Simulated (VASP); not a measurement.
# Al3Cu2 (P-3m1) in VASP: notebook

The runs below take Al3Cu2 through single point, with r2SCAN.

Program: VASP 6.6.1. These are calculated values, not measurements. Logs are shortened: lines on timing, memory, paths and dates and some standing lists are left out, and cuts for length are marked.

## (1) The cell of the first run

It takes space group P-3m1 (No. 164, trigonal). Conventional cell: a = 3.986 Å, b = 3.986 Å, c = 4.855 Å, α = 90.00°, β = 90.00°, γ = 120.00°. Within 3.2 Å of Al (site symmetry -3m) lie 6 Cu at 2.43 Å and 6 Al at 2.87 Å. Al (site symmetry 3m) has 5 Cu at 2.38 to 2.49 Å and 6 Al at 2.72 to 2.87 Å within 3.1 Å. Cu (site symmetry 3m) has 8 Al at 2.38 to 2.49 Å and 3 Cu at 2.77 Å within 3.1 Å.

## (2) Single point, r2SCAN

The input, POSCAR:

```
Al3Cu2
1.0
    3.9864758314      0.0000000000      0.0000000000
   -1.9932379157      3.4523893416      0.0000000000
    0.0000000000      0.0000000000      4.8548060349
Al Cu
3 2
Direct
    0.0000000000      0.0000000000      0.0000000000
    0.3333333333      0.6666666667      0.3516746798
    0.6666666667      0.3333333333      0.6483253202
    0.3333333333      0.6666666667      0.8417211708
    0.6666666667      0.3333333333      0.1582788292
```

The input, INCAR.step1:

```
SYSTEM = Al3Cu2
ALGO     = Normal         ! electronic algorithm
EDIFF    = 1E-4           ! SCF threshold, eV
ENCUT    = 520            ! plane-wave cutoff, eV
GGA      = PE             ! functional
ISMEAR   = 0              ! smearing method
LASPH    = .True.         ! aspherical terms in the spheres
LCHARG   = .False.        ! write CHGCAR
LREAL    = .False.        ! projectors in reciprocal space
LWAVE    = .True.         ! write WAVECAR
NBANDS   = 24             ! bands
NELM     = 80             ! most SCF steps
PREC     = Accurate       ! precision mode
SIGMA    = 0.1            ! smearing width, eV
```

The input, INCAR.step2:

```
SYSTEM = Al3Cu2
ALGO     = Normal         ! electronic algorithm
EDIFF    = 1E-6           ! SCF threshold, eV
ENCUT    = 520            ! plane-wave cutoff, eV
ISIF     = 2              ! what is computed and relaxed
ISMEAR   = 0              ! smearing method
ISTART   = 1            
LASPH    = .True.         ! aspherical terms in the spheres
LCHARG   = .False.        ! write CHGCAR
LMIXTAU  = .True.       
LREAL    = .False.        ! projectors in reciprocal space
LWAVE    = .False.        ! write WAVECAR
METAGGA  = R2SCAN         ! meta-GGA
NBANDS   = 24             ! bands
NELM     = 80             ! most SCF steps
PREC     = Accurate       ! precision mode
SIGMA    = 0.1            ! smearing width, eV
```

The input, KPOINTS:

```
k-points
0
Gamma
  12 12 8
  0 0 0
```

Potentials or basis: VASP PAW PBE potentials, release 64 (Al, Cu).

Launch:

```console
cat potpaw_PBE.64/Al/POTCAR potpaw_PBE.64/Cu/POTCAR > POTCAR
cp INCAR.step1 INCAR
mpirun -np 1 vasp_std > vasp.out
cp INCAR.step2 INCAR
mpirun -np 1 vasp_std > vasp.out
```

OUTCAR:

```text
SYSTEM = Al3Cu2
   EDIFF = 1E-6
   ENCUT = 520
   ISIF = 2
   ISMEAR = 0
   ISTART = 1
   LASPH = .True.
   LREAL = .False.
   METAGGA = R2SCAN
   NELM = 80
   PREC = Accurate

 ion  position               nearest neighbor table
   1  0.000  0.000  0.000-   4 2.43   5 2.43   5 2.43   4 2.43   5 2.43   4 2.43   2 2.87   3 2.87
                             2 2.87   3 2.87   3 2.87   2 2.87
   2  0.333  0.667  0.352-   4 2.38   4 2.48   5 2.49   5 2.49   5 2.49   3 2.72   3 2.72   3 2.72
                             1 2.87   1 2.87   1 2.87
   3  0.667  0.333  0.648-   5 2.38   5 2.48   4 2.49   4 2.49   4 2.49   2 2.72   2 2.72   2 2.72
                             1 2.87   1 2.87   1 2.87
   4  0.333  0.667  0.842-   2 2.38   1 2.43   1 2.43   1 2.43   2 2.48   3 2.49   3 2.49   3 2.49
                             5 2.77   5 2.77   5 2.77
   5  0.667  0.333  0.158-   3 2.38   1 2.43   1 2.43   1 2.43   3 2.48   2 2.49   2 2.49   2 2.49
                             4 2.77   4 2.77   4 2.77

  LATTYP: Found a hexagonal cell.
 ALAT       =     3.9864758314
 C/A-ratio  =     1.2178190061

  Lattice vectors:

 A1 = (   3.9864758314,   0.0000000000,   0.0000000000)
 A2 = (  -1.9932379157,   3.4523893416,   0.0000000000)
 A3 = (   0.0000000000,   0.0000000000,   4.8548060349)

Analysis of symmetry for initial positions (statically):
=====================================================================
 Subroutine PRICEL returns:
 Original cell was already a primitive cell.

 Routine SETGRP: Setting up the symmetry group for a
 hexagonal supercell.

 Subroutine GETGRP returns: Found 12 space group operations
 (whereof 12 operations were pure point group operations)
 out of a pool of 24 trial point group operations.

The static configuration has the point symmetry D_3d.

Analysis of symmetry for dynamics (positions and initial velocities):
=====================================================================
 Subroutine PRICEL returns:
 Original cell was already a primitive cell.

 Routine SETGRP: Setting up the symmetry group for a
 hexagonal supercell.

 Subroutine GETGRP returns: Found 12 space group operations
 (whereof 12 operations were pure point group operations)
 out of a pool of 24 trial point group operations.

The dynamic configuration has the point symmetry D_3d.

 Subroutine INISYM returns: Found 12 space group operations
 (whereof 12 operations are pure point group operations),
 and found     1 'primitive' translations

----------------------------------------------------------------------------------------

                                     Primitive cell

  volume of cell :      66.8160

  direct lattice vectors                    reciprocal lattice vectors
     3.986475831  0.000000000  0.000000000     0.250848128  0.144827234  0.000000000
    -1.993237916  3.452389342  0.000000000     0.000000000  0.289654469  0.000000000
     0.000000000  0.000000000  4.854806035     0.000000000  0.000000000  0.205981453

  length of vectors
     3.986475831  3.986475831  4.854806035     0.289654469  0.289654469  0.205981453

  position of ions in fractional coordinates (direct lattice)
     0.000000000  0.000000000  0.000000000
     0.333333333  0.666666667  0.351674680
     0.666666667  0.333333333  0.648325320
     0.333333333  0.666666667  0.841721171
     0.666666667  0.333333333  0.158278829

  ion indices of the primitive-cell ions
   primitive index   ion index
                 1           1
                 2           2
                 3           3
                 4           4
                 5           5

----------------------------------------------------------------------------------------

 KPOINTS: k-points

Automatic generation of k-mesh.
 Grid dimensions read from file:
 generate k-points for:   12   12    8

 Generating k-lattice:

  Cartesian coordinates                     Fractional coordinates (reciprocal lattice)
     0.020904011  0.012068936  0.000000000     0.083333333  0.000000000  0.000000000
[... 57 lines left out ...]
     24      15.7044      0.00000

 k-point     2 :       0.0833    0.0000    0.0000
  band No.  band energies     occupation
      1      -3.0986      2.00000
      2       2.1822      2.00000
      3       2.7628      2.00000
      4       3.3085      2.00000
      5       3.3181      2.00000
      6       3.6492      2.00000
[... 16 lines left out ...]
     23      15.4279      0.00000
     24      15.6285      0.00000

 k-point     3 :       0.1667    0.0000    0.0000
  band No.  band energies     occupation
      1      -2.8236      2.00000
      2       2.3106      2.00000
      3       2.7191      2.00000
      4       3.3529      2.00000
      5       3.4040      2.00000
      6       3.5998      2.00000
[... 16 lines left out ...]
     23      15.2542      0.00000
     24      15.7474      0.00000

 k-point     4 :       0.2500    0.0000    0.0000
  band No.  band energies     occupation
      1      -2.3702      2.00000
      2       2.4422      2.00000
      3       2.5598      2.00000
      4       3.3078      2.00000
      5       3.5323      2.00000
      6       3.6058      2.00000
[... 16 lines left out ...]
     23      15.6424      0.00000
     24      15.7505      0.00000

 k-point     5 :       0.3333   -0.0000    0.0000
  band No.  band energies     occupation
      1      -1.7482      2.00000
      2       1.9592      2.00000
      3       2.5469      2.00000
      4       3.2708      2.00000
      5       3.6583      2.00000
      6       3.6692      2.00000
[... 451 lines left out ...]
 k-point    22 :       0.0000    0.0833    0.1250
  band No.  band energies     occupation
      1      -2.9995      2.00000
      2       1.5971      2.00000
      3       2.9462      2.00000
      4       3.2931      2.00000
      5       3.3043      2.00000
      6       3.6388      2.00000
[... 16 lines left out ...]
     23      15.5976      0.00000
     24      15.7139      0.00000

 k-point    23 :       0.1667    0.0000    0.1250
  band No.  band energies     occupation
      1      -2.7250      2.00000
      2       1.7888      2.00000
      3       2.8693      2.00000
      4       3.2741      2.00000
      5       3.3884      2.00000
      6       3.6596      2.00000
[... 16 lines left out ...]
     23      15.7213      0.00000
     24      16.0371      0.00000

 k-point    24 :       0.0000    0.1667    0.1250
  band No.  band energies     occupation
      1      -2.7246      2.00000
      2       1.7758      2.00000
      3       2.8465      2.00000
      4       3.3447      2.00000
      5       3.3872      2.00000
      6       3.5938      2.00000
[... 16 lines left out ...]
     23      15.7114      0.00000
     24      15.9469      0.00000

 [... further k-points ...]

------------------------ aborting loop because EDIFF is reached ----------------------------------------

  FORCE on cell =-STRESS in cart. coord.  units (eV):
  Direction    XX          YY          ZZ          XY          YZ          ZX
  --------------------------------------------------------------------------------------
  -------------------------------------------------------------------------------------
  Total        4.9113156      4.9113156      4.9223203      0.0000000      0.0000000      0.0000000
  in kB      117.7680920    117.7680920    118.0319728      0.0000000      0.0000000      0.0000000
  external PRESSURE =     117.8560523 kB  Pullay stress =       0.0000000 kB

 VOLUME and BASIS-vectors are now :
 -----------------------------------------------------------------------------
  energy-cutoff  :      520.00
  volume of cell :       66.82
      direct lattice vectors                 reciprocal lattice vectors
     3.986475831  0.000000000  0.000000000     0.250848128  0.144827234  0.000000000
    -1.993237916  3.452389342  0.000000000     0.000000000  0.289654469  0.000000000
     0.000000000  0.000000000  4.854806035     0.000000000  0.000000000  0.205981453

 POSITION                                       TOTAL-FORCE (eV/Angst)
 -----------------------------------------------------------------------------------
      0.00000      0.00000      0.00000         0.000000      0.000000     -0.000000
     -0.00000      2.30159      1.70731        -0.000000      0.000000      0.001527
      1.99324      1.15080      3.14749        -0.000000     -0.000000     -0.001527
     -0.00000      2.30159      4.08639         0.000000      0.000000     -0.003112
      1.99324      1.15080      0.76841         0.000000      0.000000      0.003112
 -----------------------------------------------------------------------------------
    total drift:                               -0.000000      0.000000      0.000000

  FREE ENERGIE OF THE ION-ELECTRON SYSTEM (eV)
  ---------------------------------------------------
  free  energy   TOTEN  =       -42.6184895370 eV

  energy  without entropy=      -42.6133379292  energy(sigma->0) =      -42.61591373
```

It took 7.5 min on 1 thread of AMD EPYC 9R45 (Zen 5), shared host; peak memory 0.28 GiB.

Results:

| Item | Value |
| --- | --- |
| Free energy | -42.6185 eV |
| Pressure | 11.8 GPa |
| Largest force | 0.003 eV/Å |

Forces on the atoms (eV/Å):
```
Al   0.000  0.000  0.000
Al   0.000  0.000  0.002
Al   0.000  0.000 -0.002
Cu   0.000  0.000 -0.003
Cu   0.000  0.000  0.003
```

Caveat: the PAW data sets were made with another functional, which shifts forces and pressure a little.

## (3) Single point, r2SCAN

This run uses another cell than the first one, of 14.09 Å³/atom, 1.054 times its volume.

The input, POSCAR:

```
Al3Cu2
1.0
    4.0581919298      0.0000000000      0.0000000000
   -2.0290959649      3.5144973047      0.0000000000
    0.0000000000      0.0000000000      4.9387829027
Al Cu
3 2
Direct
    0.0000000000      0.0000000000      0.0000000000
    0.3333333333      0.6666666667      0.3507836367
    0.6666666667      0.3333333333      0.6492163633
    0.3333333333      0.6666666667      0.8408377341
    0.6666666667      0.3333333333      0.1591622659
```

The input, INCAR.step1:

```
ALGO = Normal
EDIFF = 1E-4
ENCUT = 520
GGA = PE
ISMEAR = 0
LASPH = True
LCHARG = False
LREAL = False
LWAVE = True
NBANDS = 24
NELM = 80
PREC = Accurate
SIGMA = 0.1
```

The input, INCAR.step2:

```
ALGO = Normal
EDIFF = 1E-6
ENCUT = 520
ISIF = 2
ISMEAR = 0
ISTART = 1
LASPH = True
LCHARG = False
LMIXTAU = True
LREAL = False
LWAVE = False
METAGGA = R2SCAN
NBANDS = 24
NELM = 80
PREC = Accurate
SIGMA = 0.1
```

The input, KPOINTS:

```
k-points
0
Gamma
  12 12 8
```

Potentials or basis: VASP PAW PBE potentials, release 64 (Al, Cu).

Launch:

```console
cat potpaw_PBE.64/Al/POTCAR potpaw_PBE.64/Cu/POTCAR > POTCAR
cp INCAR.step1 INCAR
mpirun -np 1 vasp_std > vasp.out
cp INCAR.step2 INCAR
mpirun -np 1 vasp_std > vasp.out
```

Run time: 6.5 min. Hardware: 1 thread of AMD EPYC 9R45 (Zen 5), shared host; peak memory 0.29 GiB.

The run converged. Its results:

```yaml
Free_energy: -42.7920 eV
Pressure: 3.7 GPa
Largest_force: 0.008 eV/Å
```

Forces in eV/Å, atoms in the order of the input:
```
Al   0.000  0.000  0.000
Al   0.000  0.000  0.002
Al   0.000  0.000 -0.002
Cu   0.000  0.000 -0.008
Cu   0.000  0.000  0.008
```

Levels at points of the mesh, in eV from the Fermi level:
| k point | band 12 | band 13 | band 14 | band 15 | band 16 | band 17 | band 18 | band 19 |
| --- | --- | --- | --- | --- | --- | --- | --- | --- |
| (0.00, 0.00, 0.00) | -3.89 | -3.89 | -0.27 | -0.27 | 1.39 | 1.39 | 3.03 | 3.49 |
| (0.50, 0.00, 0.00) | -4.37 | -3.37 | -3.29 | -2.80 | -0.77 | 0.15 | 0.50 | 3.18 |
| (0.00, 0.00, 0.50) | -4.47 | 1.24 | 1.24 | 1.32 | 1.32 | 1.83 | 2.59 | 2.59 |
| (0.50, 0.00, 0.50) | -4.49 | -4.40 | -3.75 | -1.97 | -0.22 | 0.90 | 1.17 | 5.56 |

Caveat: the PAW data sets were made with another functional, which shifts forces and pressure a little.

## (4) Single point, r2SCAN

This run uses another cell than the first one, of 14.41 Å³/atom, 1.079 times its volume.

The input, POSCAR:

```
Al3Cu2
1.0
    4.0895646084      0.0000000000      0.0000000000
   -2.0447823042      3.5416668413      0.0000000000
    0.0000000000      0.0000000000      4.9755024742
Al Cu
3 2
Direct
    0.0000000000      0.0000000000      0.0000000000
    0.3333333333      0.6666666667      0.3502811116
    0.6666666667      0.3333333333      0.6497188884
    0.3333333333      0.6666666667      0.8402775879
    0.6666666667      0.3333333333      0.1597224121
```

The input, INCAR.step1:

```
  ALGO = Normal
  EDIFF = 1E-4
  ENCUT = 520
  GGA = PE
  ISMEAR = 0
  LASPH = True
  LCHARG = False
  LREAL = False
  LWAVE = True
  NBANDS = 24
  NELM = 60
  PREC = Accurate
  SIGMA = 0.1
```

The input, INCAR.step2:

```
  ALGO = Normal
  EDIFF = 1E-6
  ENCUT = 520
  ISIF = 2
  ISMEAR = 0
  ISTART = 1
  LASPH = True
  LCHARG = False
  LMIXTAU = True
  LREAL = False
  LWAVE = False
  METAGGA = R2SCAN
  NBANDS = 24
  NELM = 60
  PREC = Accurate
  SIGMA = 0.1
```

KPOINTS is that of step 3.

Launch:

```console
cat potpaw_PBE.64/Al/POTCAR potpaw_PBE.64/Cu/POTCAR > POTCAR
cp INCAR.step1 INCAR
mpirun -np 1 vasp_std > vasp.out
cp INCAR.step2 INCAR
mpirun -np 1 vasp_std > vasp.out
```

Wall time 6.4 min (1 thread of AMD EPYC 9R45 (Zen 5), shared host); peak memory 0.3 GiB.

It converged, with:

| Item | Value |
| --- | --- |
| Free energy | -42.8163 eV |
| Pressure | 0.9 GPa |
| Largest force | 0.005 eV/Å |

Forces on the atoms (eV/Å):
```
Al   0.000  0.000  0.000
Al   0.000  0.000  0.005
Al   0.000  0.000 -0.005
Cu   0.000  0.000  0.000
Cu   0.000  0.000  0.000
```

Levels at points of the mesh, in eV from the Fermi level:
```csv
k point,band 12,band 13,band 14,band 15,band 16,band 17,band 18,band 19
"(0.00, 0.00, 0.00)",-3.82,-3.82,-0.25,-0.25,1.37,1.37,2.90,3.39
"(0.50, 0.00, 0.00)",-4.29,-3.30,-3.22,-2.74,-0.78,0.08,0.51,3.15
"(0.00, 0.00, 0.50)",-4.38,1.22,1.22,1.33,1.33,1.85,2.53,2.53
"(0.50, 0.00, 0.50)",-4.40,-4.32,-3.69,-1.93,-0.22,0.89,1.11,5.51
```

Caveat: the PAW data sets were made with another functional, which shifts forces and pressure a little.

## (5) Single point, r2SCAN

This run uses another cell than the first one, of 14.54 Å³/atom, 1.088 times its volume.

The input, POSCAR:

```
Al3Cu2
1.0
    4.1018117866      0.0000000000      0.0000000000
   -2.0509058933      3.5522732087      0.0000000000
    0.0000000000      0.0000000000      4.9898613914
Al Cu
3 2
Direct
    0.0000000000      0.0000000000      0.0000000000
    0.3333333333      0.6666666667      0.3501725388
    0.6666666667      0.3333333333      0.6498274612
    0.3333333333      0.6666666667      0.8401683194
    0.6666666667      0.3333333333      0.1598316806
```

The input, INCAR.step1:

```
SYSTEM = Al3Cu2
PREC     = Accurate       ! precision mode
ENCUT    = 520            ! plane-wave cutoff, eV
ISMEAR   = 0              ! smearing method
SIGMA    = 0.1            ! smearing width, eV
LREAL    = .False.        ! projectors in reciprocal space
LASPH    = .True.         ! aspherical terms in the spheres
NELM     = 100            ! most SCF steps
NBANDS   = 24             ! bands
GGA      = PE             ! functional
ALGO     = Normal         ! electronic algorithm
EDIFF    = 1E-4           ! SCF threshold, eV
LWAVE    = .True.         ! write WAVECAR
LCHARG   = .False.        ! write CHGCAR
```

The input, INCAR.step2:

```
SYSTEM = Al3Cu2
PREC     = Accurate       ! precision mode
ENCUT    = 520            ! plane-wave cutoff, eV
EDIFF    = 1E-6           ! SCF threshold, eV
ISMEAR   = 0              ! smearing method
SIGMA    = 0.1            ! smearing width, eV
LREAL    = .False.        ! projectors in reciprocal space
LASPH    = .True.         ! aspherical terms in the spheres
NELM     = 100            ! most SCF steps
ALGO     = Normal         ! electronic algorithm
ISIF     = 2              ! what is computed and relaxed
LWAVE    = .False.        ! write WAVECAR
LCHARG   = .False.        ! write CHGCAR
METAGGA  = R2SCAN         ! meta-GGA
LMIXTAU  = .True.       
NBANDS   = 24             ! bands
ISTART   = 1
```

The input, KPOINTS:

```
Automatic mesh
0
Gamma
  12 12 8
  0 0 0
```

Launch:

```console
cat potpaw_PBE.64/Al/POTCAR potpaw_PBE.64/Cu/POTCAR > POTCAR
cp INCAR.step1 INCAR
mpirun -np 1 vasp_std > vasp.out
cp INCAR.step2 INCAR
mpirun -np 1 vasp_std > vasp.out
```

Run time: 9.7 min. Hardware: 1 thread of Intel Xeon Platinum 8259CL at 2.50GHz (Skylake/Cascade Lake), shared host; peak memory 0.34 GiB.

The run converged. Its results:

```
Free energy   : -42.8185 eV
Pressure      : -0.1 GPa
Largest force : 0.004 eV/Å
```

Forces on the atoms (eV/Å):
```
Al   0.000  0.000  0.000
Al   0.000  0.000  0.004
Al   0.000  0.000 -0.004
Cu   0.000  0.000 -0.001
Cu   0.000  0.000  0.001
```

Levels at points of the mesh, in eV from the Fermi level:
| k point | band 13 | band 14 | band 15 | band 16 | band 17 | band 18 |
| --- | --- | --- | --- | --- | --- | --- |
| (0.00, 0.00, 0.00) | -3.79 | -0.25 | -0.25 | 1.37 | 1.37 | 2.85 |
| (0.50, 0.00, 0.00) | -3.27 | -3.19 | -2.72 | -0.78 | 0.05 | 0.51 |
| (0.00, 0.00, 0.50) | 1.22 | 1.22 | 1.34 | 1.34 | 1.86 | 2.50 |
| (0.50, 0.00, 0.50) | -4.28 | -3.67 | -1.91 | -0.21 | 0.88 | 1.08 |

Caveat: the PAW data sets were made with another functional, which shifts forces and pressure a little.

## (6) Summary

| cell | gap on the mesh (eV) | pressure (GPa) | largest force (eV/Å) |
| --- | --- | --- | --- |
| a = 3.986, b = 3.986, c = 4.855 Å, angles 90.0, 90.0, 120.0°, 5 atoms | none | 11.8 | - |
| a = 4.058, b = 4.058, c = 4.939 Å, angles 90.0, 90.0, 120.0°, 5 atoms | none | 3.7 | 0.01 |
| a = 4.090, b = 4.090, c = 4.976 Å, angles 90.0, 90.0, 120.0°, 5 atoms | none | 0.9 | 0.01 |
| a = 4.102, b = 4.102, c = 4.990 Å, angles 90.0, 90.0, 120.0°, 5 atoms | none | -0.1 | - |

Alike in all rows: task single point; level r2SCAN; potentials or basis VASP PAW PBE potentials, release 64 (Al, Cu); no spin polarisation; k mesh 12 × 12 × 8; cutoff (eV) 520; smearing gaussian 0.1 eV.

Caveats: the PAW data sets were made with another functional, which shifts forces and pressure a little.

Absolute energies hang on the potentials; compare differences alone.
